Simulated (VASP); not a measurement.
Write the native input for VASP 6.6.1 that does the following.

* Task: single point
* Functional: PBEsol
* Dispersion: D4
* Potentials or basis: VASP PAW PBE potentials, release 64 (Ir_sv_GW)
* Cutoff: 500 eV
* k mesh: 12 × 12 × 12
* Occupations: fermi-dirac, width 0.05 eV
* Spin: no spin polarisation
* Dipole correction: no
* Second run: valence_matched
* Further INCAR settings: ALGO = Normal; EDIFF = 1e-06; NBANDS = 14

The structure of Ir lies in POSCAR:

```
Ir
1.0
    0.0000000000      1.9055892653      1.9055892653
    1.9055892653      0.0000000000      1.9055892653
    1.9055892653      1.9055892653      0.0000000000
Ir
1
Direct
    0.0000000000      0.0000000000      0.0000000000
```

One way to write it, as run:

INCAR

```
SYSTEM = Ir
PREC = Accurate
ENCUT = 500
EDIFF = 1E-6
ISMEAR = -1
SIGMA = 0.05
LREAL = .False.
LASPH = .True.
NELM = 120
ALGO = Normal
ISIF = 2
LWAVE = .False.
LCHARG = .False.
GGA = PS
IVDW = 13
NBANDS = 14
GGA_COMPAT = .False.
```

KPOINTS

```
Automatic mesh
0
Gamma
  12 12 12
  0 0 0
```

Potentials or basis: VASP PAW PBE potentials, release 64 (Ir_sv_GW).

The run is started by

```bash
$ cat potpaw_PBE.64/Ir_sv_GW/POTCAR > POTCAR
$ mpirun -np 1 vasp_std > vasp.out
```

Results of the run:

```
Pressure                   : -3.3 GPa
Dispersion energy per atom : -0.549 eV
```

Caveat: the PAW data sets were made with another functional, which shifts forces and pressure a little; pairwise dispersion overbinds metals, which lowers pressure and volume.

Wall time 9 s on 1 thread of Intel(R) Xeon(R) Platinum 8559C (Emerald Rapids), with other jobs on the host, peak memory 0.13 GiB.
